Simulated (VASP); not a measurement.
Set up this calculation in VASP 6.6.1, as the native input.

- Task: single point
- Functional: PBEsol
- Potentials or basis: VASP PAW PBE potentials, release 64 (Ba_sv, S)
- Cutoff: 500 eV
- k mesh: 8 × 8 × 8
- Occupations: gaussian, width 0.02 eV
- Spin: no spin polarisation
- Dipole correction: no
- Further INCAR settings: ALGO = Normal; EDIFF = 1e-06; NBANDS = 15

The structure of BaS lies in POSCAR:

```
BaS
1.0
    0.0000000000      3.0171675625      3.0171675625
    3.0171675625      0.0000000000      3.0171675625
    3.0171675625      3.0171675625      0.0000000000
Ba S
1 1
Direct
    0.0000000000      0.0000000000      0.0000000000
    0.5000000000      0.5000000000      0.5000000000
```

This cell differs from its parent crystal: Ca replaced by Ba, lengths x 1.083, strained.

One way to write it, as run:

INCAR

```
SYSTEM = BaS
PREC = Accurate
ENCUT = 500
EDIFF = 1E-6
ISMEAR = 0
SIGMA = 0.02
LREAL = .FALSE.
LASPH = .TRUE.
NELM = 120
ALGO = Normal
ISIF = 2
LWAVE = .FALSE.
LCHARG = .TRUE.
GGA = PS
LELF = .TRUE.
LVHAR = .TRUE.
NBANDS = 15
GGA_COMPAT = .FALSE.
```

KPOINTS

```
Automatic mesh
0
G
  8 8 8
  0 0 0
```

Potentials or basis: VASP PAW PBE potentials, release 64 (Ba_sv, S).

Launch:

```sh
$ cat potpaw_PBE.64/Ba_sv/POTCAR potpaw_PBE.64/S/POTCAR > POTCAR
$ mpirun -np 1 vasp_std > vasp.out
```

Results of the run:

- Pressure: 10.4 GPa
- Band gap on the k mesh: 1.58 eV, indirect (the least direct gap lies 1.6 meV higher)

Caveat: the cell differs from its parent crystal (Ca replaced by Ba, lengths x 1.083, strained); the PAW data sets were made with another functional, which shifts forces and pressure a little; spin-orbit coupling is left out, which moves the levels of the heavy elements.

Run time: 36 s on 1 thread of Intel(R) Xeon(R) Platinum 8488C (Sapphire Rapids) (shared host), peak memory 0.17 GiB.
